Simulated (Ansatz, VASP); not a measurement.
**Al in VASP and in Ansatz**

INCAR

```
SYSTEM = Al
PREC = Accurate
ENCUT = 500
EDIFF = 1E-6
ISMEAR = 0
SIGMA = 0.1
LREAL = .FALSE.
LASPH = .TRUE.
NELM = 120
ALGO = Normal
ISIF = 2
LWAVE = .FALSE.
LCHARG = .FALSE.
GGA = PE
NBANDS = 10
GGA_COMPAT = .FALSE.
```

File KPOINTS:

```
regular mesh
0
G
  9 9 6
  0 0 0
```

POSCAR

```
Al
1.0
    2.7373433613      0.0000000000      0.0000000000
   -1.3686716806      2.3706088898      0.0000000000
    0.0000000000      0.0000000000      4.7368714782
Al
2
Direct
    0.6666666667      0.3333333333      0.7500000000
    0.3333333333      0.6666666667      0.2500000000
```

Input for Ansatz:

```yaml
crystal:
  lattice:
    - [2.7373433613, 0.0, 0.0]
    - [-1.3686716806, 2.3706088898, 0.0]
    - [0.0, 0.0, 4.7368714782]
  atoms:
    - { symbol: Al, position: [0.6666666667, 0.3333333333, 0.75] }
    - { symbol: Al, position: [0.3333333333, 0.6666666667, 0.25] }
basis:
  ecutwfc: 420
kpoints:
  mp_grid: { grid: [9, 9, 6] }
hamiltonian:
  xc: pbe
scf:
  occupations: { method: gaussian, width: 0.1 }
output:
  forces: true
  stress: true
  eigenvalues: true
```

Alike in both runs: task single point; functional PBE; k mesh 9 × 9 × 6; occupations gaussian, width 0.1 eV; no spin polarisation.

|  | VASP | Ansatz |
| --- | --- | --- |
| version | VASP 6.6.1 | Ansatz 0.2.0 |
| potentials or method | VASP PAW PBE potentials, release 64 (Al), cutoff 500 eV | scalar-relativistic, plane waves, PAW |
| valence electrons in the cell | 6 | 6 |

```csv
,VASP,Ansatz,Ansatz less VASP
gap on the k mesh at the Fermi level (eV),none,none,-
pressure (GPa),7.5,7.5,+0.03
"traceless stress, the component that is largest in VASP (GPa)",-1.34,-1.35,-0.015
```

A gap of «none» marks a metal or a gap that the smearing closes. The functional is the same, so the differences come from potentials, cutoffs and numerics.
